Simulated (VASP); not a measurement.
A run of VASP 6.6.1:

The input INCAR:

```
ALGO = Normal
EDIFF = 1E-7
ENCUT = 520
GGA = PE
ISIF = 2
ISMEAR = 0
LASPH = True
LCHARG = False
LREAL = False
LWAVE = False
NBANDS = 41
NELM = 100
PREC = Accurate
SIGMA = 0.1
```

KPOINTS

```
k-points
0
Gamma
  6 6 1
```

Contents of POSCAR:

```
SiSn2
1.0
    3.2662976597      0.0000000029      0.0000000000
   -1.6331488324      2.8286967481      0.0000000000
    0.0000000000      0.0000000000     15.7901464362
Si Sn
2 4
Direct
    0.6666666667      0.3333333333      0.7500000000
    0.3333333333      0.6666666667      0.2500000000
    0.6666666667      0.3333333333      0.0988479284
    0.6666666667      0.3333333333      0.4011520716
    0.3333333333      0.6666666667      0.9011520716
    0.3333333333      0.6666666667      0.5988479284
```

Potentials or basis: VASP PAW PBE potentials, release 64 (Si, Sn_d).

The run is started by

```console
$ cat potpaw_PBE.64/Si/POTCAR potpaw_PBE.64/Sn_d/POTCAR > POTCAR
$ mpirun -np 1 vasp_std > vasp.out
```

Hardware: 1 thread of Intel(R) Xeon(R) 6975P-C (Granite Rapids) (shared host).

Question: Estimate the wall time of this run.

Answer: It took 20 s on 1 thread of Intel(R) Xeon(R) 6975P-C (Granite Rapids) (shared host), peak memory 0.24 GiB. Counts: scf iterations 15, k points 7.
